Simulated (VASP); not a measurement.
# SiNi (Pmmn) in VASP: further runs

Aim: see how the results for SiNi move with the level of theory and the settings. Levels: BLYP, PBE. Tasks: single point.

All numbers are computed with VASP 6.6.1; they aren't measurements. Logs are shortened: lines on timing, memory, paths and dates and some standing lists are left out, and cuts for length are marked.

### Step 1. The cell of the first run

It takes space group Pmmn (No. 59, orthorhombic). Conventional cell: a = 2.943 Å, b = 3.280 Å, c = 4.677 Å, α = 90.00°, β = 90.00°, γ = 90.00°. Ni (site symmetry mm2) has 6 Si at 2.34 to 2.37 Å and 6 Ni at 2.65 to 2.94 Å within 3.1 Å. Within 3.1 Å of Si (site symmetry mm2) lie 6 Ni at 2.34 to 2.37 Å and 6 Si at 2.65 to 2.94 Å.

### Step 2. Single point, BLYP, collinear spin, ferromagnetic start

INCAR

```
SYSTEM = SiNi
AGGAC = 1.0
AGGAX = 1.0
ALDAC = 0.0
ALDAX = 1.0
ALGO = Normal
EDIFF = 1E-6
ENCUT = 690
GGA = B5
GGA_COMPAT = .FALSE.
ISIF = 2
ISMEAR = -1
ISPIN = 2
LASPH = .TRUE.
LCHARG = .TRUE.
LELF = .TRUE.
LMAXMIX = 4
LORBIT = 11
LREAL = .FALSE.
LVHAR = .TRUE.
LWAVE = .FALSE.
MAGMOM = 1 1 0 0
NBANDS = 34
NELM = 200
PREC = Accurate
SIGMA = 0.05
```

KPOINTS

```
k-points
0
G
  9 8 6
  0 0 0
```

POSCAR

```
SiNi
1.0
    2.9427706600      0.0000000000      0.0000000000
    0.0000000000      3.2803255400      0.0000000000
    0.0000000000      0.0000000000      4.6774467600
Ni Si
2 2
Direct
    0.5000000000      0.5000000000      0.3424955900
    0.0000000000      0.0000000000      0.6575044100
    0.5000000000      0.5000000000      0.8431431600
    0.0000000000      0.0000000000      0.1568568400
```

Potentials or basis: VASP PAW PBE potentials, release 64 (Ni_sv_GW, Si).

Launch:

```console
$ cat potpaw_PBE.64/Ni_sv_GW/POTCAR potpaw_PBE.64/Si/POTCAR > POTCAR
$ mpirun -np 1 vasp_std > vasp.out
```

OUTCAR:

```text
SYSTEM = SiNi
   EDIFF = 1E-6
   ENCUT = 690
   GGA = B5
   ISIF = 2
   ISMEAR = -1
   ISPIN = 2
   LASPH = .TRUE.
   LORBIT = 11
   LREAL = .FALSE.
   NELM = 200
   PREC = Accurate

 ion  position               nearest neighbor table
   1  0.500  0.500  0.342-   3 2.34   3 2.34   4 2.37   4 2.37   4 2.37   4 2.37   2 2.65   2 2.65
                             2 2.65   2 2.65
   2  0.000  0.000  0.658-   4 2.34   4 2.34   3 2.37   3 2.37   3 2.37   3 2.37   1 2.65   1 2.65
                             1 2.65   1 2.65
   3  0.500  0.500  0.843-   1 2.34   1 2.34   2 2.37   2 2.37   2 2.37   2 2.37   4 2.65   4 2.65
                             4 2.65   4 2.65
   4  0.000  0.000  0.157-   2 2.34   2 2.34   1 2.37   1 2.37   1 2.37   1 2.37   3 2.65   3 2.65
                             3 2.65   3 2.65

  LATTYP: Found a simple orthorhombic cell.
 ALAT       =     2.9427706600
 B/A-ratio  =     1.1147064855
 C/A-ratio  =     1.5894703667

  Lattice vectors:

 A1 = (   2.9427706600,   0.0000000000,   0.0000000000)
 A2 = (   0.0000000000,   3.2803255400,   0.0000000000)
 A3 = (   0.0000000000,   0.0000000000,   4.6774467600)

Analysis of symmetry for initial positions (statically):
=====================================================================
 Subroutine PRICEL returns:
 Original cell was already a primitive cell.

 Routine SETGRP: Setting up the symmetry group for a
 simple orthorhombic supercell.

 Subroutine GETGRP returns: Found  8 space group operations
 (whereof  4 operations were pure point group operations)
 out of a pool of  8 trial point group operations.

The static configuration has the point symmetry C_2v.
 The point group associated with its full space group is D_2h.

Analysis of symmetry for dynamics (positions and initial velocities):
=====================================================================
 Subroutine PRICEL returns:
 Original cell was already a primitive cell.

 Routine SETGRP: Setting up the symmetry group for a
 simple orthorhombic supercell.

 Subroutine GETGRP returns: Found  8 space group operations
 (whereof  4 operations were pure point group operations)
 out of a pool of  8 trial point group operations.

The dynamic configuration has the point symmetry C_2v.
 The point group associated with its full space group is D_2h.

Analysis of structural, dynamic, and magnetic symmetry:
=====================================================================
 Subroutine PRICEL returns:
 Original cell was already a primitive cell.

 Routine SETGRP: Setting up the symmetry group for a
 simple orthorhombic supercell.

 Subroutine GETGRP returns: Found  8 space group operations
 (whereof  4 operations were pure point group operations)
 out of a pool of  8 trial point group operations.

The overall configuration has the point symmetry C_2v.
 The point group associated with its full space group is D_2h.

 Subroutine INISYM returns: Found  8 space group operations
 (whereof  4 operations are pure point group operations),
 and found     1 'primitive' translations

----------------------------------------------------------------------------------------

                                     Primitive cell

  volume of cell :      45.1525

  direct lattice vectors                    reciprocal lattice vectors
     2.942770660  0.000000000  0.000000000     0.339815812  0.000000000  0.000000000
     0.000000000  3.280325540  0.000000000     0.000000000  0.304847793  0.000000000
     0.000000000  0.000000000  4.677446760     0.000000000  0.000000000  0.213791851

  length of vectors
     2.942770660  3.280325540  4.677446760     0.339815812  0.304847793  0.213791851

  position of ions in fractional coordinates (direct lattice)
     0.500000000  0.500000000  0.342495590
     0.000000000  0.000000000  0.657504410
     0.500000000  0.500000000  0.843143160
     0.000000000  0.000000000  0.156856840

  ion indices of the primitive-cell ions
   primitive index   ion index
                 1           1
                 2           2
                 3           3
                 4           4

----------------------------------------------------------------------------------------

 KPOINTS: k-points
[... 29 lines left out ...]
  0.444444  0.000000  0.000000      2.000000
  0.000000  0.125000  0.000000      2.000000
[... 16 lines left out ...]
  0.222222  0.500000  0.000000      2.000000
  0.333333  0.500000  0.000000      2.000000
 [... further k-points ...]
   k-points           NKPTS =    100   k-points in BZ     NKDIM =    100   number of bands    NBANDS=     34
   number of dos      NEDOS =    301   number of ions     NIONS =      4
   total plane-waves  NPLWV =  31360
   dimension x,y,z NGX =    28 NGY =   28 NGZ =   40
   dimension x,y,z NGXF=    56 NGYF=   56 NGZF=   80
   ions per type =               2   2
   NGX,Y,Z   is equivalent  to a cutoff of  15.82, 14.19, 14.22 a.u.
   NGXF,Y,Z  is equivalent  to a cutoff of  31.64, 28.38, 28.43 a.u.
 SYSTEM =  SiNi
   PREC   = accura    normal or accurate (medium, high low for compatibility)
   ISTART =      0    job   : 0-new  1-cont  2-samecut
   ICHARG =      2    charge: 1-file 2-atom 10-const
   ISPIN  =      2    spin polarized calculation?
   LNONCOLLINEAR =      F non collinear calculations
   LSORBIT =      F    spin-orbit coupling
   LASPH  =      T    aspherical Exc in radial PAW
   ENCUT  =  690.0 eV  50.71 Ry    7.12 a.u.   6.30  7.03 10.02*2*pi/ulx,y,z
   NELM   =    200;   NELMIN=  2; NELMDL= -5     # of ELM steps
   EDIFF  = 0.1E-05   stopping-criterion for ELM
   LREAL  =      F    real-space projection
   EDIFFG = 0.1E-04   stopping-criterion for IOM
   NSW    =      0    number of steps for IOM
   IBRION =     -1    ionic relax: 0-MD 1-quasi-New 2-CG
   NFREE  =      0    steps in history (QN), initial steepest desc. (CG)
   ISIF   =      2    stress and relaxation
   ISYM   =      2    0-nonsym 1-usesym 2-fastsym
   POTIM  = 0.5000    time-step for ionic-motion
   TEBEG  =    0.0;   TEEND  =   0.0 temperature during run
   PSTRESS=    0.0 pullay stress
   NELECT =      44.0000    total number of electrons
   NUPDOWN=      -1.0000    fix difference up-down
   EMIN   =  10.00;   EMAX   =-10.00  energy-range for DOS
   EFERMI =   0.00;   METHOD = LEGACY
   ISMEAR =    -1;   SIGMA  =   0.05  broadening in eV -4-tet -1-fermi 0-gaus
   EFERMI_NEDOS =   21; number of points for ismear=-14 and -15
   IALGO  =     38    algorithm
   IMIX   =      4    mixing-type and parameters
     AMIX     =   0.40;   BMIX     =  1.00
     AMIX_MAG =   1.60;   BMIX_MAG =  1.00
  volume/ion in A,a.u.               =      11.29        76.18
  Fermi-wavevector in a.u.,A,eV,Ry     =   1.623049  3.067118 35.841668  2.634288
  Thomas-Fermi vector in A             =   2.716563
   LORBIT       =     11    0 simple, 1 ext, 2 COOP (PROOUT), +10 PAW based schemes
   GGA     = B5    functional components
   LHFCALC =     F    Hartree Fock is set to
   AEXX    =    0.0000 exact exchange contribution
   IVDW    =     0    specifies the selected vdW correction
   LEPSILON=     F    determine dielectric tensor
   LRPA    =     F    only Hartree local field effects (RPA)
 spin polarized calculation
  energy-cutoff  :      690.00
  volume of cell :       45.15
 maximum number of plane-waves:      1880
 NGX is ok and might be reduce to    28
   NGX = 13   NGY = 15   NGZ = 21

 number of electron      44.0000009 magnetization      -0.0006391

 number of electron      44.0000009 magnetization       0.0000687

 Free energy of the ion-electron system (eV)
  ---------------------------------------------------
  ext. energy  EPLUGINS =         0.00000000
  ---------------------------------------------------
  free energy    TOTEN  =       -21.23295518 eV

  energy without entropy =      -21.22497586  energy(sigma->0) =      -21.22896552

 E-fermi :  11.5255     XC(G=0): -12.2920

 val. band max:       11.4800398146   @ k =   0.4444   0.3750   0.5000
 cond. band min:      11.5528952682   @ k =   0.1111   0.0000   0.0000
 fundamental gap:      0.0728554536
 Fermi energy:        11.5254635875

 spin component 1

 k-point     1 :       0.0000    0.0000    0.0000
  band No.  band energies     occupation
      1     -92.0614      1.00000
      2     -92.0512      1.00000
      3     -52.8575      1.00000
      4     -52.8284      1.00000
      5     -52.7486      1.00000
      6     -52.7094      1.00000
[... 877 lines left out ...]
     33      28.6189      0.00000
     34      29.3328      0.00000

 [... further k-points ...]

 spin component 2

 k-point     1 :       0.0000    0.0000    0.0000
  band No.  band energies     occupation
      1     -92.0613      1.00000
      2     -92.0512      1.00000
      3     -52.8574      1.00000
      4     -52.8283      1.00000
      5     -52.7486      1.00000
      6     -52.7094      1.00000
[... 877 lines left out ...]
     33      28.6656      0.00000
     34      28.8121      0.00000

 [... further k-points ...]

------------------------ aborting loop because EDIFF is reached ----------------------------------------

  FORCE on cell =-STRESS in cart. coord.  units (eV):
  Direction    XX          YY          ZZ          XY          YZ          ZX
  --------------------------------------------------------------------------------------
  -------------------------------------------------------------------------------------
  Total        4.8363092      4.5462570      3.6551488      0.0000000      0.0000000      0.0000000
  in kB      171.6099352    161.3178212    129.6980435      0.0000000      0.0000000      0.0000000
  external PRESSURE =     154.2086000 kB  Pullay stress =       0.0000000 kB

 VOLUME and BASIS-vectors are now :
 -----------------------------------------------------------------------------
  energy-cutoff  :      690.00
  volume of cell :       45.15
      direct lattice vectors                 reciprocal lattice vectors
     2.942770660  0.000000000  0.000000000     0.339815812  0.000000000  0.000000000
     0.000000000  3.280325540  0.000000000     0.000000000  0.304847793  0.000000000
     0.000000000  0.000000000  4.677446760     0.000000000  0.000000000  0.213791851

 POSITION                                       TOTAL-FORCE (eV/Angst)
 -----------------------------------------------------------------------------------
      1.47139      1.64016      1.60200         0.000000      0.000000     -0.103210
      0.00000      0.00000      3.07544         0.000000      0.000000      0.103210
      1.47139      1.64016      3.94376         0.000000      0.000000     -0.132197
      0.00000      0.00000      0.73369         0.000000      0.000000      0.132197
 -----------------------------------------------------------------------------------
    total drift:                                0.000000      0.000000     -0.000000

  FREE ENERGIE OF THE ION-ELECTRON SYSTEM (eV)
  ---------------------------------------------------
  free  energy   TOTEN  =       -21.2329551779 eV

  energy  without entropy=      -21.2249758629  energy(sigma->0) =      -21.22896552

 total charge

# of ion       s       p       d       f       tot
--------------------------------------------------
    1        2.231   6.366   7.940   0.004  16.541
    2        2.231   6.366   7.940   0.004  16.541
    3        0.759   0.881   0.000   0.000   1.640
    4        0.759   0.881   0.000   0.000   1.640
--------------------------------------------------
tot          5.979  14.495  15.879   0.008  36.362

 magnetization (x)

# of ion       s       p       d       f       tot
--------------------------------------------------
    1        0.000   0.000   0.000   0.000   0.000
    2        0.000   0.000   0.000   0.000   0.000
    3        0.000   0.000   0.000   0.000   0.000
    4        0.000   0.000   0.000   0.000   0.000
--------------------------------------------------
tot          0.000   0.000   0.000   0.000   0.000
```

Run time: 7.6 min. Hardware: 1 thread of Intel Xeon Platinum 8488C (Sapphire Rapids), shared host; peak memory 0.46 GiB.

What came out:

* Free energy: -21.2330 eV
* Pressure: 15.4 GPa
* Largest force: 0.132 eV/Å
* Band gap on the k mesh: zero (filled and empty bands overlap)
* Net moment: 0.00 μB per cell
* Valence electrons inside the program's atomic spheres: Ni 16.54; Si 1.64

Forces on the atoms (eV/Å):
```
Ni   0.000  0.000 -0.103
Ni   0.000  0.000  0.103
Si   0.000  0.000 -0.132
Si   0.000  0.000  0.132
```

Levels at points of the mesh, in eV from the Fermi level:
Spin up:
```
           k point  band 18  band 19  band 20  band 21  band 22  band 23  band 24  band 25  band 26  band 27
(0.00, 0.00, 0.00)    -2.77    -2.40    -2.08    -2.06    -1.38     1.19     2.73     5.09     5.69     7.14
(0.00, 0.50, 0.00)    -2.83    -2.32    -2.32    -2.29    -2.29     1.14     1.14     4.94     4.94     7.97
(0.00, 0.00, 0.50)    -2.85    -2.77    -2.13     1.07     1.60     2.06     2.42     2.85     3.61     4.47
(0.00, 0.50, 0.50)    -2.62    -2.14    -2.14    -2.10    -2.10     5.25     5.25     5.33     5.33     7.24
```
Spin down:
```tsv
k point	band 20	band 21	band 22	band 23	band 24	band 25
(0.00, 0.00, 0.00)	-2.08	-2.06	-1.38	1.19	2.73	5.09
(0.00, 0.50, 0.00)	-2.32	-2.29	-2.29	1.14	1.14	4.94
(0.00, 0.00, 0.50)	-2.13	1.07	1.60	2.06	2.42	2.85
(0.00, 0.50, 0.50)	-2.14	-2.10	-2.10	5.25	5.25	5.33
```

Caveat: the cell stands under pressure; the moments typed at the start vanished in this run; the PAW data sets were made with another functional, which shifts forces and pressure a little.

### Step 3. Single point, PBE, collinear spin, ferromagnetic start

INCAR

```
ALGO = Normal ; EDIFF = 1E-6
ENCUT = 690 ; GGA = PE
GGA_COMPAT = False ; ISIF = 2
ISMEAR = -1 ; ISPIN = 2
LASPH = True ; LCHARG = False
LMAXMIX = 4 ; LORBIT = 11
LREAL = False ; LWAVE = False
MAGMOM = 0.25 0.25 0 0 ; NBANDS = 34
NELM = 200 ; NUPDOWN = 0.5
PREC = Accurate ; SIGMA = 0.05
```

KPOINTS

```
k-points
0
Gamma
  8 7 5
```

POSCAR is that of step 2.

Potentials or basis: VASP PAW PBE potentials, release 64 (Ni_sv_GW, Si).

Launch:

```console
$ cat potpaw_PBE.64/Ni_sv_GW/POTCAR potpaw_PBE.64/Si/POTCAR > POTCAR
$ mpirun -np 1 vasp_std > vasp.out
```

Wall time 9.6 min (1 thread of AMD EPYC 7R43 (Zen 3), shared host); peak memory 0.31 GiB.

The run converged. Its results:

- Free energy: -25.3650 eV
- Pressure: 6.5 GPa
- Largest force: 0.115 eV/Å
- Net moment: 0.50 μB per cell
- Site moments: Ni +0.17; Si +0.04 μB
- Valence electrons inside the program's atomic spheres: Ni 16.50; Si 1.62

Forces on the atoms (eV/Å):
```
Ni   0.000  0.000  0.061
Ni   0.000  0.000 -0.061
Si   0.000  0.000  0.115
Si   0.000  0.000 -0.115
```

Stress tensor (GPa, compression positive):
```
6.78 0.00 0.00
0.00 5.48 0.00
0.00 0.00 7.34
```

Caveat: the cell stands under pressure; the total moment is fixed, so each spin has its own Fermi level and the state may be an excited one.

### Step 4. Single point, PBE, collinear spin, ferromagnetic start

INCAR

```
SYSTEM = SiNi
ALGO = Normal ; EDIFF = 1E-6
ENCUT = 690 ; GGA = PE
GGA_COMPAT = .FALSE. ; ISIF = 2
ISMEAR = -1 ; ISPIN = 2
LASPH = .TRUE. ; LCHARG = .FALSE.
LMAXMIX = 4 ; LORBIT = 11
LREAL = .FALSE. ; LWAVE = .FALSE.
MAGMOM = 1 1 0 0 ; NBANDS = 34
NELM = 200 ; NUPDOWN = 2.0
PREC = Accurate ; SIGMA = 0.05
```

KPOINTS

```
k-points
0
G
  8 7 5
  0 0 0
```

POSCAR is that of step 3.

Launch:

```console
$ cat potpaw_PBE.64/Ni_sv_GW/POTCAR potpaw_PBE.64/Si/POTCAR > POTCAR
$ mpirun -np 1 vasp_std > vasp.out
```

Run time: 5.6 min. Hardware: 1 thread of Intel Xeon Platinum 8259CL at 2.50GHz (Skylake/Cascade Lake), shared host; peak memory 0.35 GiB.

Results (log left out):

```
Free energy                                           : -24.0542 eV
Pressure                                              : 13.8 GPa
Largest force                                         : 0.527 eV/Å
Net moment                                            : 2.00 μB per cell
Site moments                                          : Ni +0.67; Si +0.14 μB
Valence electrons inside the program's atomic spheres : Ni 16.48; Si 1.64
```

Forces on the atoms (eV/Å):
```
Ni   0.000  0.000  0.070
Ni   0.000  0.000 -0.070
Si   0.000  0.000  0.527
Si   0.000  0.000 -0.527
```

Stress tensor (GPa, compression positive):
```
11.67  0.00  0.00
 0.00 15.06  0.00
 0.00  0.00 14.80
```

Caveat: the cell stands under pressure; the total moment is fixed, so each spin has its own Fermi level and the state may be an excited one.

### Step 5. Overview

```csv
level,fixed moment (μB),k mesh,pressure (GPa),moment (μB),largest force (eV/Å)
BLYP,-,9 × 8 × 6,15.4,0.00,0.13
PBE,0.5,8 × 7 × 5,6.5,0.50,0.12
PBE,2.0,8 × 7 × 5,13.8,2.00,0.53
```

Alike in all rows: task single point; potentials or basis VASP PAW PBE potentials, release 64 (Ni_sv_GW, Si); spin collinear, ferromagnetic start; cell as given; cutoff (eV) 690; smearing fermi-dirac 0.05 eV.

The pressure there spans 6.5 GPa (PBE) to 15.4 GPa (BLYP); a positive pressure means that this level wants a larger cell, a negative one a smaller.

Caveats: the cell stands under pressure; the total moment is fixed, so each spin has its own Fermi level and the state may be an excited one (at least some runs); the moments typed at the start vanished in this run (at least some runs); the PAW data sets were made with another functional, which shifts forces and pressure a little (at least some runs).

Absolute energies hang on the potentials; compare differences alone.

The gap in the log of VASP goes by the Fermi energy; the results here count the filled bands.